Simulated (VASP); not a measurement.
Crystal: Zn3C4.

```
Zn C
1.0
     4.57713    0.00000    0.00000
     0.00000    4.57713    0.00000
     0.00000    0.00000    4.57713
Zn C
3 4
Cartesian
  0.0000 2.2886 2.2886
  2.2886 0.0000 2.2886
  2.2886 2.2886 0.0000
  2.2886 0.0000 0.0000
  0.0000 2.2886 0.0000
  0.0000 0.0000 2.2886
  0.0000 0.0000 0.0000
```

* Program: VASP 6.6.1
* Task: relaxation of cell and atoms
* Functional: PBE
* Potentials or basis: VASP PAW PBE potentials, release 64 (Zn, C)
* Cutoff: 600 eV
* k mesh: 4 × 4 × 4
* Occupations: gaussian, width 0.1 eV
* Spin: no spin polarisation

At the start: pressure -23.0 GPa; volume 13.70 Å³/atom.

**Question.** Where does the relaxation end?

**Answer.** Over 3 steps the energy falls by 345.5 meV/atom and the volume is 10.12 Å³/atom (-26.2 %); space group Pm-3m (No. 221, to 0.05 Å).

The path:
```
step  energy change (eV)  largest force (eV/Å)  pressure (GPa)  volume (Å³)
   1              0.0000                0.0000          -22.97        95.89
   2             -2.4174                0.0000           -0.74        71.14
   3             -2.4182                0.0000           -0.02        70.81
```

Final structure:
```yaml
crystal:
  lattice:
    - [4.13710, 0.00000, 0.00000]
    - [0.00000, 4.13710, 0.00000]
    - [0.00000, 0.00000, 4.13710]
  atoms:
    - { symbol: Zn, position: [0.00000, 0.50000, 0.50000] }
    - { symbol: Zn, position: [0.50000, 0.00000, 0.50000] }
    - { symbol: Zn, position: [0.50000, 0.50000, 0.00000] }
    - { symbol: C, position: [0.50000, 0.00000, 0.00000] }
    - { symbol: C, position: [0.00000, 0.50000, 0.00000] }
    - { symbol: C, position: [0.00000, 0.00000, 0.50000] }
    - { symbol: C, position: [0.00000, 0.00000, 0.00000] }
```

Caveat: the volume moved by over 15 % at a fixed basis, so the end points are rough.
